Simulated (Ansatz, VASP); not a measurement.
**One calculation of SnO2, two programs**

Contents of INCAR:

```
PREC = Accurate ; ENCUT = 520
EDIFF = 1E-6 ; ISMEAR = 0
SIGMA = 0.05 ; LREAL = F
LASPH = T ; NELM = 100
ALGO = Normal ; ISIF = 2
LWAVE = F ; LCHARG = F
GGA = PS ; NBANDS = 20
```

The input KPOINTS:

```
regular mesh
0
Gamma
  12 12 12
```

File POSCAR:

```
SnO2
1.0
    1.6195307937      0.9350365397      4.4491903378
   -1.6195307937      0.9350365397      4.4491903378
    0.0000000000     -1.8700730794      4.4491903378
Sn O
1 2
Direct
    0.5000000000      0.5000000000      0.5000000000
    0.2414378084      0.2414378084      0.2414378084
    0.7585621916      0.7585621916      0.7585621916
```

Input for Ansatz:

```yaml
crystal:
  lattice:
    - [1.6195307937, 0.9350365397, 4.4491903378]
    - [-1.6195307937, 0.9350365397, 4.4491903378]
    - [0.0, -1.8700730794, 4.4491903378]
  atoms:
    - { symbol: Sn, position: [0.5, 0.5, 0.5] }
    - { symbol: O, position: [0.2414378084, 0.2414378084, 0.2414378084] }
    - { symbol: O, position: [0.7585621916, 0.7585621916, 0.7585621916] }
basis:
  ecutwfc: 520.0
kpoints:
  mp_grid: { grid: [12, 12, 12] }
hamiltonian:
  xc: pbesol
  pseudopotentials: { kind: paw, azcp: { folder: soft_1 } }
scf:
  occupations: { method: gaussian, width: 0.05 }
output:
  forces: true
  stress: true
  eigenvalues: true
  write_density: true
  write_potential: true
  elf: true
  volumetric_format: npy
```

Alike in both runs: task single point; functional PBEsol; k mesh 12 × 12 × 12; occupations gaussian, width 0.05 eV; no spin polarisation.

|  | VASP | Ansatz |
| --- | --- | --- |
| version | VASP 6.6.1 | Ansatz 0.2.0 |
| potentials or method | VASP PAW PBE potentials, release 64 (Sn_d, O), cutoff 520 eV | scalar-relativistic, plane waves, PAW |
| valence electrons in the cell | 26 | 26 |

|  | VASP | Ansatz | Ansatz less VASP |
| --- | --- | --- | --- |
| gap on the k mesh at the Fermi level (eV) | 1.59 | 1.61 | +0.018 |
| least direct gap on the mesh (eV) | 1.61 | 1.63 | +0.015 |
| pressure (GPa) | -3.5 | -4.1 | -0.66 |
| traceless stress, the component that is largest in VASP (GPa) | 1.16 | 1.61 | +0.455 |
| rms of the force components (eV/Å) | 0.101 | 0.128 | +0.0267 |

VASP's potentials were made for PBE, not for PBEsol, and Ansatz warns of the same on its side. Atom by atom the forces differ by 0.027 eV/Å (rms over components).
